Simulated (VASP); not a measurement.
Crystal: Cu.

```
Cu
1.0
     0.00000    1.80750    1.80750
     1.80750    0.00000    1.80750
     1.80750    1.80750    0.00000
Cu
1
Direct
  0.00000 0.00000 0.00000
```

- Program: VASP 6.6.1
- Task: relaxation of cell and atoms
- Functional: LDA
- Potentials or basis: VASP PAW LDA potentials, release 64 (Cu_sv_GW)
- Cutoff: 820 eV
- k mesh: 8 × 8 × 8
- Occupations: gaussian, width 0.05 eV
- Spin: no spin polarisation

At the start: pressure -12.5 GPa; volume 11.81 Å³/atom.

**Question.** Where does the relaxation end?

**Answer.** Over 5 steps the energy falls by 36.8 meV/atom and the volume is 10.95 Å³/atom (-7.3 %); space group Fm-3m (No. 225, to 0.1 Å) before and after.

Step by step:
```
step  energy change (eV)  largest force (eV/Å)  pressure (GPa)  volume (Å³)
   1              0.0000                0.0000          -12.52        11.81
   2             -0.0109                0.0000           13.61        10.30
   3             -0.0368                0.0000           -0.17        10.95
   4             -0.0367                0.0000            0.19        10.93
   5             -0.0368                0.0000           -0.08        10.95
```

Final structure:
```yaml
crystal:
  lattice:
    - [0.00000, 1.76250, 1.76250]
    - [1.76250, 0.00000, 1.76250]
    - [1.76250, 1.76250, 0.00000]
  atoms:
    - { symbol: Cu, position: [0.00000, 0.00000, 0.00000] }
```

Caveat: the k points lie up to 0.39 Å⁻¹ apart in the final cell, too coarse for converged energies and pressures of a metal.
